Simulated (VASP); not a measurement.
Input of a VASP 6.6.1 run:

Contents of INCAR:

```
PREC = Accurate
ENCUT = 600
EDIFF = 1E-7
ISMEAR = -1
SIGMA = 0.1
LREAL = F
LASPH = T
NELM = 100
ALGO = Normal
ISIF = 3
LWAVE = F
LCHARG = F
GGA = RE
IBRION = 2
NSW = 80
EDIFFG = -0.01
```

KPOINTS

```
regular mesh
0
Gamma
  9 9 5
```

File POSCAR:

```
Yb
1.0
    3.8793238081      0.0000000000      0.0000000000
   -1.9396619040      3.3595929673      0.0000000000
    0.0000000000      0.0000000000      6.3349357786
Yb
2
Direct
    0.3333333333      0.6666666667      0.2500000000
    0.6666666667      0.3333333333      0.7500000000
```

Potentials or basis: VASP PAW PBE potentials, release 64 (Yb).

The run is started by

```sh
$ cat potpaw_PBE.64/Yb/POTCAR > POTCAR
$ mpirun -np 1 vasp_std > vasp.out
```

Q: What does it give for the relaxed volume?

A: 38.40 Å³/atom.

Q: Predict the band gap on the k mesh.

A: Zero (bands 24 and 25 overlap by 0.26 eV).

Q: Predict the relaxed cell.

A: a = 3.780 Å, b = 3.780 Å, c = 6.208 Å, α = 90.00°, β = 90.00°, γ = 120.00°.

Q: Estimate the space group after relaxing (to 0.1 Å).

A: P6_3/mmc (No. 194).

The path:
| step | energy change (eV) | largest force (eV/Å) | pressure (GPa) | volume (Å³) |
| --- | --- | --- | --- | --- |
| 1 | 0.0000 | 0.0000 | -1.07 | 82.56 |
| 2 | -0.0228 | 0.0000 | -0.91 | 79.32 |
| 3 | -0.0183 | 0.0000 | 1.37 | 70.08 |
| 4 | -0.0354 | 0.0000 | -0.19 | 75.29 |
| 5 | -0.0355 | 0.0000 | -0.27 | 74.44 |
| 6 | -0.0307 | 0.0000 | 0.94 | 72.24 |
| 7 | -0.0350 | 0.0000 | 0.46 | 73.95 |
| 8 | -0.0353 | 0.0000 | 0.30 | 74.26 |
| 9 | -0.0354 | 0.0000 | 0.18 | 75.26 |
| 10 | -0.0330 | 0.0000 | 0.21 | 76.75 |
| 11 | -0.0201 | 0.0000 | -1.03 | 79.79 |
| 12 | -0.0316 | 0.0000 | -0.45 | 77.25 |
| 13 | -0.0326 | 0.0000 | -0.39 | 76.91 |
| 14 | -0.0329 | 0.0000 | 0.02 | 76.81 |
| 15 | -0.0328 | 0.0000 | -0.36 | 76.83 |
| 16 | -0.0329 | 0.0000 | -0.43 | 76.81 |
| 17 | -0.0329 | 0.0000 | -0.46 | 76.81 |
| 18 | -0.0329 | 0.0000 | -0.51 | 76.81 |
| 19 | -0.0329 | 0.0000 | -0.65 | 76.81 |
| 20 | -0.0329 | 0.0000 | -0.02 | 76.81 |

Caveat: the PAW data sets were made with another functional, which shifts forces and pressure a little; spin-orbit coupling is left out, which moves the levels of the heavy elements. Spin polarisation is off, so any magnetic state and its effect on volume and gap are missing.
